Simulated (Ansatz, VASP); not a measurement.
## One calculation of Se, two programs

File INCAR:

```
PREC     = Accurate       # precision mode
ENCUT    = 600            # plane-wave cutoff, eV
EDIFF    = 1E-6           # SCF threshold, eV
ISMEAR   = 0              # smearing method
SIGMA    = 0.1            # smearing width, eV
LREAL    = False          # projectors in reciprocal space
LASPH    = True           # aspherical terms in the spheres
NELM     = 100            # most SCF steps
ALGO     = Normal         # electronic algorithm
ISIF     = 3              # what is computed and relaxed
LWAVE    = False          # write WAVECAR
LCHARG   = False          # write CHGCAR
GGA      = PE             # functional
IBRION   = 2              # ionic algorithm
NSW      = 100            # ionic steps
EDIFFG   = -0.01          # ionic threshold
```

The input KPOINTS:

```
Automatic mesh
0
Gamma
  6 6 8
```

POSCAR

```
Se
1.0
    5.9016487716      0.0000000000      0.0000000000
    0.0000000000      5.9016487716      0.0000000000
    0.0000000000      0.0000000000      4.9923025880
Se
6
Direct
    0.0000000000      0.0000000000      0.7500000000
    0.0000000000      0.0000000000      0.2500000000
    0.1903617556      0.5000000000      0.0000000000
    0.5000000000      0.1903617556      0.5000000000
    0.5000000000      0.8096382444      0.5000000000
    0.8096382444      0.5000000000      0.0000000000
```

Input for Ansatz:

```yaml
crystal:
  lattice:
    - [5.9016487716, 0.0, 0.0]
    - [0.0, 5.9016487716, 0.0]
    - [0.0, 0.0, 4.992302588]
  atoms:
    - { symbol: Se, position: [0.0, 0.0, 0.75] }
    - { symbol: Se, position: [0.0, 0.0, 0.25] }
    - { symbol: Se, position: [0.1903617556, 0.5, 0.0] }
    - { symbol: Se, position: [0.5, 0.1903617556, 0.5] }
    - { symbol: Se, position: [0.5, 0.8096382444, 0.5] }
    - { symbol: Se, position: [0.8096382444, 0.5, 0.0] }
basis:
  ecutwfc: 420
kpoints:
  mp_grid: { grid: [6, 6, 8] }
hamiltonian:
  xc: pbe
scf:
  occupations: { method: gaussian, width: 0.1 }
output:
  forces: true
  stress: true
  eigenvalues: true
relax:
  adjacent_minimum: "off"
  f_tol: 0.01
  max_steps: 80
  cell: { stress_tol: 0.05 }
```

Alike in both runs: task relaxation of cell and atoms; functional PBE; k mesh 6 × 6 × 8; occupations gaussian, width 0.1 eV; no spin polarisation.

|  | VASP | Ansatz |
| --- | --- | --- |
| version | VASP 6.6.1 | Ansatz 0.2.0 |
| potentials or method | VASP PAW PBE potentials, release 64 (Se), cutoff 600 eV | scalar-relativistic, plane waves, PAW |
| valence electrons in the cell | 36 | 96 |

```tsv
	VASP	Ansatz	Ansatz less VASP
gap on the k mesh at the Fermi level, each at its own relaxed structure (eV)	none	none	-
relaxed volume (Å³/atom)	28.16	28.16	-0.003
relaxed cell length with the largest relative difference (Å)	5.794	5.794	-0.0004
```

A gap of «none» marks a metal or a gap that the smearing closes. VASP's potentials hold 36 valence electrons a cell and Ansatz's 96, so a difference there can come from the potentials and not from the codes.
